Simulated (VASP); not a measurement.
# Be3TeF4 (P1) in VASP: relaxation of cell and atoms with PBE

Aim: the relaxation of cell and atoms of Be3TeF4 with PBE.

Program: VASP 6.6.1. These are calculated values, not measurements. Logs are shortened: lines on timing, memory, paths and dates and some standing lists are left out, and cuts for length are marked.

### Step 1. The cell of the first run

The typed cell holds 8 atoms: a = 4.539 Å, b = 5.783 Å, c = 6.069 Å, α = 76.04°, β = 71.06°, γ = 70.68°.

### Step 2. Relaxation of cell and atoms, PBE

INCAR

```
SYSTEM = Be3TeF4
ALGO = Normal ; EDIFF = 1E-7
EDIFFG = -0.01 ; ENCUT = 600
GGA = PE ; IBRION = 2
ISIF = 3 ; ISMEAR = 0
LASPH = .TRUE. ; LCHARG = .FALSE.
LREAL = .FALSE. ; LWAVE = .FALSE.
NELM = 60 ; NSW = 100
PREC = Accurate ; SIGMA = 0.02
```

KPOINTS

```
k-points
0
G
  6 4 4
  0 0 0
```

POSCAR

```
Be3TeF4
1.0
    4.5390057857      0.0000000000      0.0000000000
    1.9131960344      5.4570045659      0.0000000000
    1.9698017640      0.8604632617      5.6753935551
Be Te F
3 1 4
Direct
    0.1396532031      0.6369379713      0.1607209231
    0.8943283528      0.0202347489      0.4532236731
    0.6068468932      0.9059815111      0.9703355180
    0.3872971750      0.1910419772      0.2707041871
    0.8492221277      0.6693047398      0.0657444641
    0.7632881937      0.0286102469      0.7195401971
    0.3412752701      0.7968739709      0.9627170950
    0.0180887844      0.7510148339      0.3970139423
```

Potentials or basis: VASP PAW PBE potentials, release 64 (Be, Te, F).

Command:

```console
$ cat potpaw_PBE.64/Be/POTCAR potpaw_PBE.64/Te/POTCAR potpaw_PBE.64/F/POTCAR > POTCAR
$ mpirun -np 1 vasp_std > vasp.out
```

OUTCAR:

```text
SYSTEM = Be3TeF4
   EDIFF = 1E-7
   EDIFFG = -0.01
   ENCUT = 600
   GGA = PE
   IBRION = 2
   ISIF = 3
   ISMEAR = 0
   LASPH = .TRUE.
   LREAL = .FALSE.
   NELM = 60
   NSW = 100
   PREC = Accurate

 ion  position               nearest neighbor table
   1  0.140  0.637  0.161-   5 1.54   7 1.56   8 1.58   4 2.47
   2  0.894  0.020  0.453-   6 1.54   8 1.55   4 2.56   4 2.67
   3  0.607  0.906  0.970-   7 1.55   6 1.56   5 1.57   4 2.49
   4  0.387  0.191  0.271-   1 2.47   3 2.49   2 2.56   2 2.67
   5  0.849  0.669  0.066-   1 1.54   3 1.57
   6  0.763  0.029  0.720-   2 1.54   3 1.56
   7  0.341  0.797  0.963-   3 1.55   1 1.56
   8  0.018  0.751  0.397-   2 1.55   1 1.58

  Warning from LATTYP: Got some problem with cell dimensions!
  Tried to take original basis but could not verify dimensions!
  LATTYP: Found a triclinic cell.
 ALAT       =     4.5390057857
 B/A-ratio  =     1.3341881402
 C/A-ratio  =     1.3370378688
 COS(alpha) =     0.0129726635
 COS(beta)  =     0.3245772511
 COS(gamma) =     0.4335961773

  Lattice vectors:

 A1 = (  -4.5390057857,   0.0000000000,   0.0000000000)
 A2 = (  -2.6258097513,   5.4570045659,   0.0000000000)
 A3 = (  -1.9698017640,  -0.8604632617,  -5.6753935551)

Analysis of symmetry for initial positions (statically):
=====================================================================
 Subroutine PRICEL returns:
 Original cell was already a primitive cell.

 Routine SETGRP: Setting up the symmetry group for a
 triclinic supercell.

 Subroutine GETGRP returns: Found  1 space group operations
 (whereof  1 operations were pure point group operations)
 out of a pool of  2 trial point group operations.

The static configuration has the point symmetry C_1 .

Analysis of symmetry for dynamics (positions and initial velocities):
=====================================================================
 Subroutine PRICEL returns:
 Original cell was already a primitive cell.

 Routine SETGRP: Setting up the symmetry group for a
 triclinic supercell.

 Subroutine GETGRP returns: Found  1 space group operations
 (whereof  1 operations were pure point group operations)
 out of a pool of  2 trial point group operations.

The dynamic configuration has the point symmetry C_1 .

 Subroutine INISYM returns: Found  1 space group operations
 (whereof  1 operations are pure point group operations),
 and found     1 'primitive' translations

----------------------------------------------------------------------------------------

                                     Primitive cell

  volume of cell :     140.5760

  direct lattice vectors                    reciprocal lattice vectors
     4.539005786  0.000000000  0.000000000     0.220312563 -0.077240383 -0.064754904
     1.913196034  5.457004566  0.000000000     0.000000000  0.183250717 -0.027783185
     1.969801764  0.860463262  5.675393555     0.000000000  0.000000000  0.176199235

  length of vectors
     4.539005786  5.782665294  6.068822622     0.242274431  0.185344897  0.176199235

  position of ions in fractional coordinates (direct lattice)
     0.139653203  0.636937971  0.160720923
     0.894328353  0.020234749  0.453223673
     0.606846893  0.905981511  0.970335518
     0.387297175  0.191041977  0.270704187
     0.849222128  0.669304740  0.065744464
     0.763288194  0.028610247  0.719540197
     0.341275270  0.796873971  0.962717095
     0.018088784  0.751014834  0.397013942

  ion indices of the primitive-cell ions
   primitive index   ion index
                 1           1
                 2           2
                 3           3
                 4           4
                 5           5
                 6           6
                 7           7
                 8           8

----------------------------------------------------------------------------------------

 KPOINTS: k-points

Automatic generation of k-mesh.
 Grid dimensions read from file:
 generate k-points for:    6    4    4

 Generating k-lattice:

  Cartesian coordinates                     Fractional coordinates (reciprocal lattice)
     0.036718761 -0.012873397 -0.010792484     0.166666667  0.000000000 -0.000000000
     0.000000000  0.045812679 -0.006945796     0.000000000  0.250000000  0.000000000
     0.000000000  0.000000000  0.044049809     0.000000000  0.000000000  0.250000000

  Length of vectors
     0.040379072  0.046336224  0.044049809

  Shift w.r.t. Gamma in fractional coordinates (k-lattice)
     0.000000000  0.000000000  0.000000000

 Subroutine IBZKPT returns following result:
 ===========================================

 Found     52 irreducible k-points:

 Following reciprocal coordinates:
            Coordinates               Weight
  0.000000  0.000000  0.000000      1.000000
  0.166667  0.000000  0.000000      2.000000
  0.333333  0.000000  0.000000      2.000000
  0.500000  0.000000 -0.000000      1.000000
  0.000000  0.250000  0.000000      2.000000
  0.166667  0.250000  0.000000      2.000000
[... 16 lines left out ...]
  0.333333  0.250000  0.250000      2.000000
  0.500000  0.250000  0.250000      2.000000
 [... further k-points ...]
   k-points           NKPTS =     52   k-points in BZ     NKDIM =     52   number of bands    NBANDS=     25
   number of dos      NEDOS =    301   number of ions     NIONS =      8
   total plane-waves  NPLWV =  82944
   dimension x,y,z NGX =    36 NGY =   48 NGZ =   48
   dimension x,y,z NGXF=    72 NGYF=   96 NGZF=   96
   ions per type =               3   1   4
   NGX,Y,Z   is equivalent  to a cutoff of  13.19, 13.80, 13.15 a.u.
   NGXF,Y,Z  is equivalent  to a cutoff of  26.37, 27.60, 26.30 a.u.
 SYSTEM =  Be3TeF4
   PREC   = accura    normal or accurate (medium, high low for compatibility)
   ISTART =      0    job   : 0-new  1-cont  2-samecut
   ICHARG =      2    charge: 1-file 2-atom 10-const
   ISPIN  =      1    spin polarized calculation?
   LNONCOLLINEAR =      F non collinear calculations
   LSORBIT =      F    spin-orbit coupling
   LASPH  =      T    aspherical Exc in radial PAW
   ENCUT  =  600.0 eV  44.10 Ry    6.64 a.u.   9.07 11.55 12.12*2*pi/ulx,y,z
   NELM   =     60;   NELMIN=  2; NELMDL= -5     # of ELM steps
   EDIFF  = 0.1E-06   stopping-criterion for ELM
   LREAL  =      F    real-space projection
   EDIFFG = -.1E-01   stopping-criterion for IOM
   NSW    =    100    number of steps for IOM
   IBRION =      2    ionic relax: 0-MD 1-quasi-New 2-CG
   NFREE  =      1    steps in history (QN), initial steepest desc. (CG)
   ISIF   =      3    stress and relaxation
   ISYM   =      2    0-nonsym 1-usesym 2-fastsym
   POTIM  = 0.5000    time-step for ionic-motion
   TEBEG  =    0.0;   TEEND  =   0.0 temperature during run
   PSTRESS=    0.0 pullay stress
   NELECT =      40.0000    total number of electrons
   NUPDOWN=      -1.0000    fix difference up-down
   EMIN   =  10.00;   EMAX   =-10.00  energy-range for DOS
   EFERMI =   0.00;   METHOD = LEGACY
   ISMEAR =     0;   SIGMA  =   0.02  broadening in eV -4-tet -1-fermi 0-gaus
   EFERMI_NEDOS =   21; number of points for ismear=-14 and -15
   IALGO  =     38    algorithm
   IMIX   =      4    mixing-type and parameters
     AMIX     =   0.40;   BMIX     =  1.00
     AMIX_MAG =   1.60;   BMIX_MAG =  1.00
  volume/ion in A,a.u.               =      17.57       118.58
  Fermi-wavevector in a.u.,A,eV,Ry     =   1.076774  2.034807 15.775164  1.159442
  Thomas-Fermi vector in A             =   2.212667
   LORBIT       =      0    0 simple, 1 ext, 2 COOP (PROOUT), +10 PAW based schemes
   GGA     = PE    functional components
   LHFCALC =     F    Hartree Fock is set to
   AEXX    =    0.0000 exact exchange contribution
   IVDW    =     0    specifies the selected vdW correction
   LEPSILON=     F    determine dielectric tensor
   LRPA    =     F    only Hartree local field effects (RPA)
 conjugate gradient relaxation of ions
 non-spin polarized calculation
 Gauss-broadening in eV      SIGMA  =   0.02
  energy-cutoff  :      600.00
  volume of cell :      140.58
 maximum number of plane-waves:      4714
   NGX = 19   NGY = 23   NGZ = 25

--------------------------------------- Ionic step        1  -------------------------------------------

 number of electron      40.0000002 magnetization

 Free energy of the ion-electron system (eV)
  ---------------------------------------------------
  ext. energy  EPLUGINS =         0.00000000
  ---------------------------------------------------
  free energy    TOTEN  =       -41.16435078 eV

  energy without entropy =      -41.16435078  energy(sigma->0) =      -41.16435078

------------------------ aborting loop because EDIFF is reached ----------------------------------------

  FORCE on cell =-STRESS in cart. coord.  units (eV):
  Direction    XX          YY          ZZ          XY          YZ          ZX
  --------------------------------------------------------------------------------------
  -------------------------------------------------------------------------------------
  Total       -0.0783768      0.0856304     -0.0585363      0.1092200      0.0782308      0.0673276
  in kB       -0.8932786      0.9759499     -0.6671516      1.2448064      0.8916144      0.7673481
  external PRESSURE =      -0.1948268 kB  Pullay stress =       0.0000000 kB
[... 107 lines left out ...]
  FREE ENERGIE OF THE ION-ELECTRON SYSTEM (eV)
  ---------------------------------------------------
  free  energy   TOTEN  =       -41.1650119041 eV

  energy  without entropy=      -41.1650119041  energy(sigma->0) =      -41.16501190

[... ionic steps 4 to 19 ...]

--------------------------------------- Ionic step       20  -------------------------------------------

 number of electron      40.0000001 magnetization

------------------------ aborting loop because EDIFF is reached ----------------------------------------

  FORCE on cell =-STRESS in cart. coord.  units (eV):
  Direction    XX          YY          ZZ          XY          YZ          ZX
  --------------------------------------------------------------------------------------
  -------------------------------------------------------------------------------------
  Total        0.0008804     -0.0129820     -0.0112489     -0.0052766      0.0094297      0.0157449
  in kB        0.0100673     -0.1484542     -0.1286363     -0.0603403      0.1078322      0.1800501
  external PRESSURE =      -0.0890077 kB  Pullay stress =       0.0000000 kB
[... 69 lines left out ...]
  energy  without entropy=      -41.1667370070  energy(sigma->0) =      -41.16673701

--------------------------------------- Ionic step       22  -------------------------------------------

 number of electron      40.0000002 magnetization

 Free energy of the ion-electron system (eV)
  ---------------------------------------------------
  ext. energy  EPLUGINS =         0.00000000
  ---------------------------------------------------
  free energy    TOTEN  =       -41.16675348 eV

  energy without entropy =      -41.16675348  energy(sigma->0) =      -41.16675348

 E-fermi :   0.2870     XC(G=0):  -7.5810

 val. band max:        0.1664114653   @ k =   0.0000   0.5000   0.5000
 cond. band min:       4.0936879845   @ k =   0.0000   0.5000   0.5000
 fundamental gap:      3.9272765191
 Fermi energy:         0.2869862026

 k-point     1 :       0.0000    0.0000    0.0000
  band No.  band energies     occupation
      1     -24.4346      2.00000
      2     -24.0323      2.00000
      3     -23.9181      2.00000
      4     -23.5997      2.00000
      5      -9.0945      2.00000
      6      -7.9005      2.00000
[... 661 lines left out ...]
     24       6.7849      0.00000
     25       7.4699      0.00000

 [... further k-points ...]

------------------------ aborting loop because EDIFF is reached ----------------------------------------

  FORCE on cell =-STRESS in cart. coord.  units (eV):
  Direction    XX          YY          ZZ          XY          YZ          ZX
  --------------------------------------------------------------------------------------
  -------------------------------------------------------------------------------------
  Total       -0.0060885     -0.0126044     -0.0220725      0.0010078      0.0067572      0.0117681
  in kB       -0.0696166     -0.1441202     -0.2523804      0.0115231      0.0772630      0.1345583
  external PRESSURE =      -0.1553724 kB  Pullay stress =       0.0000000 kB
[... 23 lines left out ...]
  FREE ENERGIE OF THE ION-ELECTRON SYSTEM (eV)
  ---------------------------------------------------
  free  energy   TOTEN  =       -41.1667534841 eV

  energy  without entropy=      -41.1667534841  energy(sigma->0) =      -41.16675348

 reached required accuracy - stopping structural energy minimisation
```

It took 32 min on 1 thread of Intel Xeon 8259CL, shared host; peak memory 0.43 GiB.

Results:

```
Free energy                           : -41.1668 eV
Relaxed volume                        : 17.52 Å³/atom
Relaxed cell                          : a = 4.513 Å, b = 5.817 Å, c = 6.079 Å, α = 75.25°, β = 70.97°, γ = 70.31°
Space group after relaxing (to 0.1 Å) : P1 (No. 1)
Energy gained by relaxing             : 0.3 meV/atom
Ionic steps                           : 22
Pressure after relaxing               : 0.0 GPa
Largest force after relaxing          : 0.010 eV/Å
Band gap on the k mesh                : 3.93 eV
```

Forces on the atoms (eV/Å):
```
Be  -0.004  0.003 -0.006
Be   0.007  0.005  0.004
Be   0.007 -0.001  0.002
Te   0.000  0.001 -0.003
F   -0.002  0.003  0.002
F    0.000  0.000 -0.001
F   -0.007 -0.005  0.002
F   -0.002 -0.007  0.001
```

The path:
| step | energy change (eV) | largest force (eV/Å) | pressure (GPa) | volume (Å³) |
| --- | --- | --- | --- | --- |
| 1 | 0.0000 | 0.0749 | -0.02 | 140.58 |
| 2 | -0.0006 | 0.0310 | -0.03 | 140.53 |
| 3 | -0.0007 | 0.0555 | -0.04 | 140.52 |
| 4 | -0.0010 | 0.0268 | -0.02 | 140.40 |
| 5 | -0.0011 | 0.0408 | -0.01 | 140.33 |
| 6 | -0.0013 | 0.0264 | 0.02 | 140.23 |
| 7 | -0.0013 | 0.0299 | 0.03 | 140.19 |
| 8 | -0.0015 | 0.0247 | 0.00 | 140.22 |
| 9 | -0.0016 | 0.0285 | -0.04 | 140.25 |
| 10 | -0.0017 | 0.0197 | -0.02 | 140.20 |
| 11 | -0.0018 | 0.0307 | 0.01 | 140.11 |
| 12 | -0.0019 | 0.0150 | 0.00 | 140.09 |
| 13 | -0.0020 | 0.0240 | -0.01 | 140.06 |
| 14 | -0.0020 | 0.0203 | 0.00 | 140.04 |
| 15 | -0.0022 | 0.0216 | 0.03 | 139.96 |
| 16 | -0.0022 | 0.0139 | 0.02 | 139.98 |
| 17 | -0.0023 | 0.0234 | 0.01 | 140.02 |
| 18 | -0.0024 | 0.0112 | 0.00 | 140.07 |
| 19 | -0.0024 | 0.0140 | 0.00 | 140.09 |
| 20 | -0.0024 | 0.0103 | -0.01 | 140.11 |
| 21 | -0.0024 | 0.0135 | -0.02 | 140.13 |
| 22 | -0.0024 | 0.0097 | -0.02 | 140.12 |

Final structure:
```
Be Te F
1.0
     4.51273    0.02405    0.00588
     1.93082    5.48665    0.03674
     1.97006    0.90964    5.67809
Be Te F
3 1 4
Cartesian
  2.1821 3.6432 0.9450
  4.9639 0.5299 2.5685
  6.3912 5.8801 5.5404
  2.6581 1.2971 1.5285
  5.2410 3.7617 0.4367
  4.9216 0.8156 4.0781
  4.9588 5.2856 5.4966
  2.3377 4.4681 2.2890
```

Caveat: spin-orbit coupling is left out, which moves the levels of the heavy elements.
